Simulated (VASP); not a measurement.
A run of VASP 6.6.1:

The input POSCAR:

```
PtSe
1.0
    0.0000000000      2.7984111300      2.7984111300
    2.7984111300      0.0000000000      2.7984111300
    2.7984111300      2.7984111300      0.0000000000
Pt Se
1 1
Direct
    0.5000000000      0.5000000000      0.5000000000
    0.0000000000      0.0000000000      0.0000000000
```

Contents of INCAR.step1:

```
SYSTEM = PtSe
  PREC = Accurate
  ENCUT = 520
  ISMEAR = 0
  SIGMA = 0.05
  LREAL = .FALSE.
  LASPH = .TRUE.
  NELM = 150
  ISPIN = 2
  MAGMOM = 2 0
  LMAXMIX = 4
  LDAU = .TRUE.
  LDAUTYPE = 1
  LDAUL = 2 -1
  LDAUU = 4 0
  LDAUJ = 0.5 0
  NBANDS = 19
  GGA = PE
  ALGO = Normal
  EDIFF = 1E-4
  LWAVE = .TRUE.
  LCHARG = .FALSE.
```

INCAR.step2

```
SYSTEM = PtSe
  PREC = Accurate
  ENCUT = 520
  EDIFF = 1E-6
  ISMEAR = 0
  SIGMA = 0.05
  LREAL = .FALSE.
  LASPH = .TRUE.
  NELM = 150
  ALGO = Normal
  ISIF = 2
  LWAVE = .FALSE.
  LCHARG = .TRUE.
  ISPIN = 2
  MAGMOM = 2 0
  LORBIT = 11
  LMAXMIX = 4
  LDAU = .TRUE.
  LDAUTYPE = 1
  LDAUL = 2 -1
  LDAUU = 4 0
  LDAUJ = 0.5 0
  LDAUPRINT = 1
  METAGGA = R2SCAN
  LMIXTAU = .TRUE.
  LELF = .TRUE.
  LVHAR = .TRUE.
  NBANDS = 19
  ISTART = 1
```

The input KPOINTS:

```
Automatic mesh
0
G
  6 6 6
  0 0 0
```

Potentials or basis: VASP PAW PBE potentials, release 64 (Pt, Se).

Launch:

```bash
$ cat potpaw_PBE.64/Pt/POTCAR potpaw_PBE.64/Se/POTCAR > POTCAR
$ cp INCAR.step1 INCAR
$ mpirun -np 1 vasp_std > vasp.out
$ cp INCAR.step2 INCAR
$ mpirun -np 1 vasp_std > vasp.out
```

Hardware: 1 thread of Intel(R) Xeon(R) Platinum 8375C CPU @ 2.90GHz (Ice Lake) (shared host).

**Question.** Estimate the wall time of this run.

**Answer.** Run time: 5.4 min on 1 thread of Intel(R) Xeon(R) Platinum 8375C CPU @ 2.90GHz (Ice Lake), with other jobs on the host, peak memory 0.21 GiB. Counts: k points 16.
